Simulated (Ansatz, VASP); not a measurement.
**Zr3S2 in VASP and in Ansatz**

File INCAR:

```
PREC     = Accurate       # precision mode
ENCUT    = 600            # plane-wave cutoff, eV
EDIFF    = 1E-7           # SCF threshold, eV
ISMEAR   = 0              # smearing method
SIGMA    = 0.1            # smearing width, eV
LREAL    = False          # projectors in reciprocal space
LASPH    = True           # aspherical terms in the spheres
NELM     = 100            # most SCF steps
ALGO     = Normal         # electronic algorithm
ISIF     = 3              # what is computed and relaxed
LWAVE    = False          # write WAVECAR
LCHARG   = False          # write CHGCAR
GGA      = PE             # functional
IBRION   = 2              # ionic algorithm
NSW      = 90             # ionic steps
EDIFFG   = -0.04          # ionic threshold
```

KPOINTS

```
regular mesh
0
Gamma
  4 4 4
```

The input POSCAR:

```
Zr3S2
1.0
    3.3520961899     -4.5468164764      0.0000000000
    3.3520961899      4.5468164764      0.0000000000
    0.0000000000      0.0000000000      6.8546216519
Zr S
6 4
Direct
    0.3873000000      0.0663000000      0.0000000000
    0.6127000000      0.9337000000      0.5000000000
    0.9337000000      0.6127000000      0.0000000000
    0.0663000000      0.3873000000      0.5000000000
    0.2059000000      0.7941000000      0.1577000000
    0.7941000000      0.2059000000      0.6577000000
    0.4268000000      0.5732000000      0.8371000000
    0.5732000000      0.4268000000      0.3371000000
    0.8943000000      0.1057000000      0.1145000000
    0.1057000000      0.8943000000      0.6145000000
```

Input for Ansatz:

```yaml
crystal:
  lattice:
    - [3.3520961899, -4.5468164764, 0.0]
    - [3.3520961899, 4.5468164764, 0.0]
    - [0.0, 0.0, 6.8546216519]
  atoms:
    - { symbol: Zr, position: [0.3873, 0.0663, 0.0] }
    - { symbol: Zr, position: [0.6127, 0.9337, 0.5] }
    - { symbol: Zr, position: [0.9337, 0.6127, 0.0] }
    - { symbol: Zr, position: [0.0663, 0.3873, 0.5] }
    - { symbol: Zr, position: [0.2059, 0.7941, 0.1577] }
    - { symbol: Zr, position: [0.7941, 0.2059, 0.6577] }
    - { symbol: S, position: [0.4268, 0.5732, 0.8371] }
    - { symbol: S, position: [0.5732, 0.4268, 0.3371] }
    - { symbol: S, position: [0.8943, 0.1057, 0.1145] }
    - { symbol: S, position: [0.1057, 0.8943, 0.6145] }
basis:
  ecutwfc: 420
kpoints:
  mp_grid: { grid: [4, 4, 4] }
hamiltonian:
  xc: pbe
scf:
  occupations: { method: gaussian, width: 0.1 }
  lower_state_search: "off"
output:
  forces: true
  stress: true
  eigenvalues: true
relax:
  adjacent_minimum: "off"
  f_tol: 0.04
  max_steps: 70
  cell: { stress_tol: 0.4 }
```

Alike in both runs: task relaxation of cell and atoms; functional PBE; k mesh 4 × 4 × 4; occupations gaussian, width 0.1 eV; no spin polarisation.

|  | VASP | Ansatz |
| --- | --- | --- |
| version | VASP 6.6.1 | Ansatz 0.2.0 |
| potentials or method | VASP PAW PBE potentials, release 64 (Zr_sv, S), cutoff 600 eV | scalar-relativistic, plane waves, PAW |
| valence electrons in the cell | 96 | 96 |

|  | VASP | Ansatz | Ansatz less VASP |
| --- | --- | --- | --- |
| gap on the k mesh at the Fermi level, each at its own relaxed structure (eV) | none | none | - |
| relaxed volume (Å³/atom) | 20.45 | 20.06 | -0.395 |
| relaxed cell length with the largest relative difference (Å) | 7.565 | 6.982 | -0.5829 |

A gap of «none» marks a metal or a gap that the smearing closes. One of these differences is far larger than is usual between the two programs; its cause wasn't traced.
